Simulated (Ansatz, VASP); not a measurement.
## Two plane-wave programs on Cu

The input INCAR:

```
SYSTEM = Cu
ALGO = Fast
EDIFF = 1E-6
ENCUT = 520
GGA = PE
ISIF = 2
ISMEAR = 0
LASPH = .TRUE.
LCHARG = .FALSE.
LREAL = .FALSE.
LWAVE = .FALSE.
NBANDS = 12
NELM = 80
PREC = Accurate
SIGMA = 0.15
```

KPOINTS

```
k-points
0
G
  24 24 24
  0 0 0
```

Contents of POSCAR:

```
Cu
1.0
    0.0000000000      2.0995326475      1.4270523405
    2.0995326475      0.0000000000      1.4270523405
    2.0995326475      2.0995326475      0.0000000000
Cu
1
Direct
    0.0000000000      0.0000000000      0.0000000000
```

Input for Ansatz:

```yaml
crystal:
  lattice:
    - [0.0, 2.0995326475, 1.4270523405]
    - [2.0995326475, 0.0, 1.4270523405]
    - [2.0995326475, 2.0995326475, 0.0]
  atoms:
    - { symbol: Cu, position: [0.0, 0.0, 0.0] }
basis:
  ecutwfc: 520.0
kpoints:
  mp_grid: { grid: [24, 24, 24] }
hamiltonian:
  xc: pbe
  pseudopotentials: { kind: paw, azcp: { folder: soft_1 } }
scf:
  occupations: { method: gaussian, width: 0.15 }
output:
  forces: true
  stress: true
  eigenvalues: true
```

Alike in both runs: task single point; functional PBE; k mesh 24 × 24 × 24; occupations gaussian, width 0.15 eV; no spin polarisation.

```csv
,VASP,Ansatz
version,VASP 6.6.1,Ansatz 0.2.0
potentials or method,"VASP PAW PBE potentials, release 64 (Cu), cutoff 520 eV","scalar-relativistic, plane waves, PAW"
valence electrons in the cell,11,19
```

VASP gave:

* gap on the k mesh at the Fermi level (eV): none
* pressure (GPa): -5.2
* traceless stress, the component that is largest in VASP (GPa): -0.21

Question: Which values does Ansatz return?

Answer: gap on the k mesh at the Fermi level (eV): none; pressure (GPa): -5.8; traceless stress, the component that is largest in VASP (GPa): -0.20.

A gap of «none» marks a metal or a gap that the smearing closes. VASP's potentials hold 11 valence electrons a cell and Ansatz's 19, so a difference there can come from the potentials and not from the codes.
